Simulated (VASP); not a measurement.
# Hf (Pm-3m) in VASP: further runs

The runs below take Hf through density of states, with PBE.

Everything below comes from runs of VASP 6.6.1. Logs are shortened: lines on timing, memory, paths and dates and some standing lists are left out, and cuts for length are marked.

## (1) The cell of the first run

Symmetry: Pm-3m, No. 221, cubic system. The conventional cell has a = 2.461 Å, b = 2.461 Å, c = 2.461 Å, α = 90.00°, β = 90.00°, γ = 90.00°. Hf (site symmetry m-3m) has 6 Hf at 2.46 Å within 3.2 Å.

## (2) Density of states, PBE (volume scaled by 0.6)

POSCAR reads:

```
Hf
1.0
    2.4608082224      0.0000000000      0.0000000000
    0.0000000000      2.4608082224      0.0000000000
    0.0000000000      0.0000000000      2.4608082224
Hf
1
Direct
    0.0000000000      0.0000000000      0.0000000000
```

INCAR.step1 reads:

```
SYSTEM = Hf
PREC = Accurate
ENCUT = 520
EDIFF = 1E-6
ISMEAR = -1
SIGMA = 0.08
LREAL = .FALSE.
LASPH = .TRUE.
NELM = 60
ALGO = Normal
ISIF = 2
LWAVE = .FALSE.
LCHARG = .TRUE.
LMAXMIX = 4
GGA = PE
NBANDS = 11
```

KPOINTS.step1 reads:

```
regular mesh
0
G
  15 15 15
  0 0 0
```

INCAR.step2 reads:

```
SYSTEM = Hf
PREC = Accurate
ENCUT = 520
EDIFF = 1E-6
ISMEAR = -5
SIGMA = 0.08
LREAL = .FALSE.
LASPH = .TRUE.
NELM = 60
ALGO = Normal
ISIF = 2
LWAVE = .FALSE.
LCHARG = .FALSE.
LMAXMIX = 4
GGA = PE
LORBIT = 10
NEDOS = 1001
ICHARG = 11
```

KPOINTS.step2 reads:

```
regular mesh
0
G
  23 23 23
  0 0 0
```

Potentials or basis: VASP PAW PBE potentials, release 64 (Hf_pv).

The run is started by

```sh
cat potpaw_PBE.64/Hf_pv/POTCAR > POTCAR
cp INCAR.step1 INCAR
cp KPOINTS.step1 KPOINTS
mpirun -np 1 vasp_std > vasp.out
cp INCAR.step2 INCAR
cp KPOINTS.step2 KPOINTS
mpirun -np 1 vasp_std > vasp.out
```

OUTCAR:

```text
SYSTEM = Hf
   PREC = Accurate
   ENCUT = 520
   EDIFF = 1E-6
   ISMEAR = -5
   LREAL = .FALSE.
   LASPH = .TRUE.
   NELM = 60
   ISIF = 2
   GGA = PE
   LORBIT = 10
   ICHARG = 11

 ion  position               nearest neighbor table
   1  0.000  0.000  0.000-

  LATTYP: Found a simple cubic cell.
 ALAT       =     2.4608082224

  Lattice vectors:

 A1 = (   2.4608082224,   0.0000000000,   0.0000000000)
 A2 = (   0.0000000000,   2.4608082224,   0.0000000000)
 A3 = (   0.0000000000,   0.0000000000,   2.4608082224)

Analysis of symmetry for initial positions (statically):
=====================================================================
 Subroutine PRICEL returns:
 Original cell was already a primitive cell.

 Routine SETGRP: Setting up the symmetry group for a
 simple cubic supercell.

 Subroutine GETGRP returns: Found 48 space group operations
 (whereof 48 operations were pure point group operations)
 out of a pool of 48 trial point group operations.

The static configuration has the point symmetry O_h .

Analysis of symmetry for dynamics (positions and initial velocities):
=====================================================================
 Subroutine PRICEL returns:
 Original cell was already a primitive cell.

 Routine SETGRP: Setting up the symmetry group for a
 simple cubic supercell.

 Subroutine GETGRP returns: Found 48 space group operations
 (whereof 48 operations were pure point group operations)
 out of a pool of 48 trial point group operations.

The dynamic configuration has the point symmetry O_h .

 Subroutine INISYM returns: Found 48 space group operations
 (whereof 48 operations are pure point group operations),
 and found     1 'primitive' translations

----------------------------------------------------------------------------------------

                                     Primitive cell

  volume of cell :      14.9016

  direct lattice vectors                    reciprocal lattice vectors
     2.460808222  0.000000000  0.000000000     0.406370554  0.000000000  0.000000000
     0.000000000  2.460808222  0.000000000     0.000000000  0.406370554  0.000000000
     0.000000000  0.000000000  2.460808222     0.000000000  0.000000000  0.406370554

  length of vectors
     2.460808222  2.460808222  2.460808222     0.406370554  0.406370554  0.406370554

  position of ions in fractional coordinates (direct lattice)
     0.000000000  0.000000000  0.000000000

  ion indices of the primitive-cell ions
   primitive index   ion index
                 1           1

----------------------------------------------------------------------------------------

 KPOINTS: regular mesh

Automatic generation of k-mesh.
 Grid dimensions read from file:
 generate k-points for:   23   23   23

 Generating k-lattice:

  Cartesian coordinates                     Fractional coordinates (reciprocal lattice)
     0.017668285  0.000000000  0.000000000     0.043478261  0.000000000  0.000000000
     0.000000000  0.017668285  0.000000000     0.000000000  0.043478261  0.000000000
     0.000000000  0.000000000  0.017668285     0.000000000  0.000000000  0.043478261

  Length of vectors
     0.017668285  0.017668285  0.017668285

  Shift w.r.t. Gamma in fractional coordinates (k-lattice)
     0.000000000  0.000000000  0.000000000

 TETIRR: Found   6051 inequivalent tetrahedra from    73002

 Subroutine IBZKPT returns following result:
 ===========================================

 Found    364 irreducible k-points:

 Following reciprocal coordinates:
            Coordinates               Weight
  0.000000  0.000000  0.000000      1.000000
  0.043478  0.000000  0.000000      6.000000
  0.086957  0.000000  0.000000      6.000000
  0.130435  0.000000  0.000000      6.000000
  0.173913  0.000000  0.000000      6.000000
  0.217391  0.000000  0.000000      6.000000
[... 16 lines left out ...]
  0.478261  0.043478  0.000000     24.000000
  0.086957  0.086957  0.000000     12.000000
 [... further k-points ...]
   k-points           NKPTS =    364   k-points in BZ     NKDIM =    364   number of bands    NBANDS=      9
   number of dos      NEDOS =   1001   number of ions     NIONS =      1
   total plane-waves  NPLWV =   5832
   dimension x,y,z NGX =    18 NGY =   18 NGZ =   18
   dimension x,y,z NGXF=    36 NGYF=   36 NGZF=   36
   ions per type =               1
   NGX,Y,Z   is equivalent  to a cutoff of  12.16, 12.16, 12.16 a.u.
   NGXF,Y,Z  is equivalent  to a cutoff of  24.32, 24.32, 24.32 a.u.
 SYSTEM =  Hf
   PREC   = accura    normal or accurate (medium, high low for compatibility)
   ISTART =      0    job   : 0-new  1-cont  2-samecut
   ICHARG =     11    charge: 1-file 2-atom 10-const
   ISPIN  =      1    spin polarized calculation?
   LNONCOLLINEAR =      F non collinear calculations
   LSORBIT =      F    spin-orbit coupling
   LASPH  =      T    aspherical Exc in radial PAW
   ENCUT  =  520.0 eV  38.22 Ry    6.18 a.u.   4.58  4.58  4.58*2*pi/ulx,y,z
   NELM   =     60;   NELMIN=  2; NELMDL=  0     # of ELM steps
   EDIFF  = 0.1E-05   stopping-criterion for ELM
   LREAL  =      F    real-space projection
   EDIFFG = 0.1E-04   stopping-criterion for IOM
   NSW    =      0    number of steps for IOM
   IBRION =     -1    ionic relax: 0-MD 1-quasi-New 2-CG
   NFREE  =      0    steps in history (QN), initial steepest desc. (CG)
   ISIF   =      2    stress and relaxation
   ISYM   =      2    0-nonsym 1-usesym 2-fastsym
   POTIM  = 0.5000    time-step for ionic-motion
   TEBEG  =    0.0;   TEEND  =   0.0 temperature during run
   PSTRESS=    0.0 pullay stress
   NELECT =      10.0000    total number of electrons
   NUPDOWN=      -1.0000    fix difference up-down
   EMIN   =  10.00;   EMAX   =-10.00  energy-range for DOS
   EFERMI =   0.00;   METHOD = LEGACY
   ISMEAR =    -5;   SIGMA  =   0.08  broadening in eV -4-tet -1-fermi 0-gaus
   EFERMI_NEDOS =   21; number of points for ismear=-14 and -15
   IALGO  =     38    algorithm
   IMIX   =      4    mixing-type and parameters
     AMIX     =   0.40;   BMIX     =  1.00
     AMIX_MAG =   1.60;   BMIX_MAG =  1.00
  volume/ion in A,a.u.               =      14.90       100.56
  Fermi-wavevector in a.u.,A,eV,Ry     =   1.433278  2.708502 27.950250  2.054285
  Thomas-Fermi vector in A             =   2.552814
   LORBIT       =     10    0 simple, 1 ext, 2 COOP (PROOUT), +10 PAW based schemes
   GGA     = PE    functional components
   LHFCALC =     F    Hartree Fock is set to
   AEXX    =    0.0000 exact exchange contribution
   IVDW    =     0    specifies the selected vdW correction
   LEPSILON=     F    determine dielectric tensor
   LRPA    =     F    only Hartree local field effects (RPA)
 non-spin polarized calculation
 Fermi weights with tetrahedron method with Bloechl corrections
  energy-cutoff  :      520.00
  volume of cell :       14.90
 maximum number of plane-waves:       417

 number of electron      10.0000005 magnetization

 Free energy of the ion-electron system (eV)
  ---------------------------------------------------
  ext. energy  EPLUGINS =         0.00000000
  ---------------------------------------------------
  free energy    TOTEN  =        -6.93741251 eV

  energy without entropy =       -6.93741251  energy(sigma->0) =       -6.93741251

 E-fermi :   7.7012     XC(G=0): -13.1922

 val. band max:        7.7560799892   @ k =   0.2174   0.1739   0.1739
 cond. band min:       7.5681607883   @ k =   0.4348   0.1304   0.0000
 fundamental gap:     -0.1879192009
 Fermi energy:         7.7011599876

 k-point     1 :       0.0000    0.0000    0.0000
  band No.  band energies     occupation
      1     -20.7134      2.00000
      2     -20.7134      2.00000
      3     -20.7134      2.00000
      4      -0.0343      2.00000
      5       4.4731      2.00000
      6       4.4731      2.00000
      7      18.4757      0.00000
      8      18.4757      0.00000
      9      18.4758      0.00000

 k-point     2 :       0.0435    0.0000    0.0000
  band No.  band energies     occupation
      1     -20.7991      2.00000
      2     -20.7065      2.00000
      3     -20.7065      2.00000
      4       0.0594      2.00000
      5       4.4984      2.00000
      6       4.5928      2.00000
      7      18.2294      0.00000
      8      18.2294      0.00000
      9      18.4899      0.00000

 k-point     3 :       0.0870    0.0000    0.0000
  band No.  band energies     occupation
      1     -21.0445      2.00000
      2     -20.6864      2.00000
      3     -20.6864      2.00000
      4       0.3227      2.00000
      5       4.5733      2.00000
      6       4.9519      2.00000
      7      17.5875      0.00000
      8      17.5875      0.00000
      9      18.5318      0.00000

 k-point     4 :       0.1304    0.0000    0.0000
  band No.  band energies     occupation
      1     -21.4181      2.00000
      2     -20.6545      2.00000
      3     -20.6545      2.00000
      4       0.7124      2.00000
      5       4.6946      2.00000
      6       5.5418      2.00000
      7      16.7315      0.00000
      8      16.7315      0.00000
      9      18.6000      0.00000
[... 205 lines left out ...]
 k-point    22 :       0.4348    0.0435    0.0000
  band No.  band energies     occupation
      1     -24.2780      2.00000
      2     -20.4250      2.00000
      3     -20.3402      2.00000
      4       4.3264      2.00000
      5       6.1224      2.00000
      6       8.8798      0.00000
      7      11.9247      0.00000
      8      12.1221      0.00000
      9      19.0798      0.00000

 k-point    23 :       0.4783    0.0435    0.0000
  band No.  band energies     occupation
      1     -24.3911      2.00000
      2     -20.4101      2.00000
      3     -20.3257      2.00000
      4       4.5727      2.00000
      5       6.1967      2.00000
      6       8.7226      0.00000
      7      11.7627      0.00000
      8      12.0003      0.00000
      9      19.1141      0.00000

 k-point    24 :       0.0870    0.0870    0.0000
  band No.  band energies     occupation
      1     -21.0431      2.00000
      2     -20.9880      2.00000
      3     -20.6596      2.00000
      4       0.6841      2.00000
      5       4.8669      2.00000
      6       5.2257      2.00000
      7      16.6430      0.00000
      8      17.4116      0.00000
      9      17.9250      0.00000

 [... further k-points ...]

------------------------ aborting loop because EDIFF is reached ----------------------------------------

  FORCE on cell =-STRESS in cart. coord.  units (eV):
  Direction    XX          YY          ZZ          XY          YZ          ZX
  --------------------------------------------------------------------------------------
  -------------------------------------------------------------------------------------
  Total        8.6891716      8.6891716      8.6891716      0.0000000      0.0000000     -0.0000000
  in kB      934.2339580    934.2339580    934.2339580      0.0000000      0.0000000     -0.0000000
  external PRESSURE =     934.2339580 kB  Pullay stress =       0.0000000 kB

 VOLUME and BASIS-vectors are now :
 -----------------------------------------------------------------------------
  energy-cutoff  :      520.00
  volume of cell :       14.90
      direct lattice vectors                 reciprocal lattice vectors
     2.460808222  0.000000000  0.000000000     0.406370554  0.000000000  0.000000000
     0.000000000  2.460808222  0.000000000     0.000000000  0.406370554  0.000000000
     0.000000000  0.000000000  2.460808222     0.000000000  0.000000000  0.406370554

 POSITION                                       TOTAL-FORCE (eV/Angst)
 -----------------------------------------------------------------------------------
      0.00000      0.00000      0.00000         0.000000      0.000000      0.000000
 -----------------------------------------------------------------------------------
    total drift:                                0.000000     -0.000000      0.000000

  FREE ENERGIE OF THE ION-ELECTRON SYSTEM (eV)
  ---------------------------------------------------
  free  energy   TOTEN  =        -6.9374125147 eV

  energy  without entropy=       -6.9374125147  energy(sigma->0) =       -6.93741251

 total charge

# of ion       s       p       d       tot
------------------------------------------
    1        0.512   6.430   2.599   9.540
```

Wall time 41 s (1 thread of Intel Xeon Platinum 8259CL at 2.50GHz (Skylake/Cascade Lake), shared host); peak memory 0.17 GiB.

Results:

- Valence electrons inside the program's atomic spheres: Hf 9.54

Caveat: spin-orbit coupling is left out, which moves the levels of the heavy elements; tetrahedron occupations give inexact forces and stress in metals.

## (3) Density of states, PBE (volume scaled by 0.6)

POSCAR is that of step 2.

INCAR.step1 reads:

```
PREC = Accurate ; ENCUT = 520
EDIFF = 1E-6 ; ISMEAR = -1
SIGMA = 0.08 ; LREAL = False
LASPH = True ; NELM = 80
ALGO = Normal ; ISIF = 2
LWAVE = False ; LCHARG = True
LMAXMIX = 4 ; GGA = PE
NBANDS = 11
```

KPOINTS.step1 reads:

```
Automatic mesh
0
Gamma
  15 15 15
```

INCAR.step2 reads:

```
PREC = Accurate ; ENCUT = 520
EDIFF = 1E-6 ; ISMEAR = -5
SIGMA = 0.08 ; LREAL = False
LASPH = True ; NELM = 80
ALGO = Normal ; ISIF = 2
LWAVE = False ; LCHARG = False
LMAXMIX = 4 ; GGA = PE
LORBIT = 11 ; NBANDS = 11
NEDOS = 2001 ; ICHARG = 11
```

KPOINTS.step2 reads:

```
Automatic mesh
0
Gamma
  23 23 23
```

Potentials or basis: VASP PAW PBE potentials, release 64 (Hf_pv).

The run is started by

```sh
cat potpaw_PBE.64/Hf_pv/POTCAR > POTCAR
cp INCAR.step1 INCAR
cp KPOINTS.step1 KPOINTS
mpirun -np 1 vasp_std > vasp.out
cp INCAR.step2 INCAR
cp KPOINTS.step2 KPOINTS
mpirun -np 1 vasp_std > vasp.out
```

Wall time 76 s (1 thread of AMD EPYC 7R13, shared host); peak memory 0.14 GiB.

Results (log left out):

```
Valence electrons inside the program's atomic spheres : Hf 9.54
```

Levels at points of the mesh, in eV from the Fermi level:
| k point | band 2 | band 3 | band 4 | band 5 | band 6 | band 7 | band 8 | band 9 |
| --- | --- | --- | --- | --- | --- | --- | --- | --- |
| (0.00, 0.00, 0.00) | -28.41 | -28.41 | -7.74 | -3.23 | -3.23 | 10.77 | 10.77 | 10.77 |

Caveat: spin-orbit coupling is left out, which moves the levels of the heavy elements; tetrahedron occupations give inexact forces and stress in metals.
